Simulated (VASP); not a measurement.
Wanted: the native input for a VASP 6.6.1 run.

```
Task                   : single point
Functional             : PBE
Potentials or basis    : VASP PAW PBE potentials, release 64 (Sn_d)
Cutoff                 : 520 eV
k mesh                 : 11 × 11 × 11
Occupations            : gaussian, width 0.011 eV
Spin                   : no spin polarisation
Dipole correction      : no
Further INCAR settings : ALGO = Fast; EDIFF = 1e-07; NBANDS = 13
```

The structure of Sn lies in POSCAR:

```
Sn
1.0
   -1.7265390000      1.7755470000      2.3383420000
    1.7265390000     -1.7755470000      2.3383420000
    1.7265390000      1.7755470000     -2.3383420000
Sn
1
Direct
    0.0000000000      0.0000000000      0.0000000000
```

These files were run (other wordings do the same):

INCAR

```
SYSTEM = Sn
ALGO = Fast
EDIFF = 1E-7
ENCUT = 520
GGA = PE
ISIF = 2
ISMEAR = 0
LASPH = .True.
LCHARG = .True.
LELF = .True.
LREAL = .False.
LVHAR = .True.
LWAVE = .False.
NBANDS = 13
NELM = 100
PREC = Accurate
SIGMA = 0.011
```

KPOINTS

```
k-points
0
Gamma
  11 11 11
  0 0 0
```

Potentials or basis: VASP PAW PBE potentials, release 64 (Sn_d).

The run is started by

```sh
$ cat potpaw_PBE.64/Sn_d/POTCAR > POTCAR
$ mpirun -np 1 vasp_std > vasp.out
```

It gave:

* Pressure: -1.1 GPa
* Band gap on the k mesh: zero (band 7 reaches 14.54 eV, above the bottom of band 8 at 5.75 eV)

Caveat: spin-orbit coupling is left out, which moves the levels of the heavy elements.

Wall time 51 s on 1 thread of Intel(R) Xeon(R) 6975P-C (Granite Rapids), with other jobs on the host, peak memory 0.21 GiB.
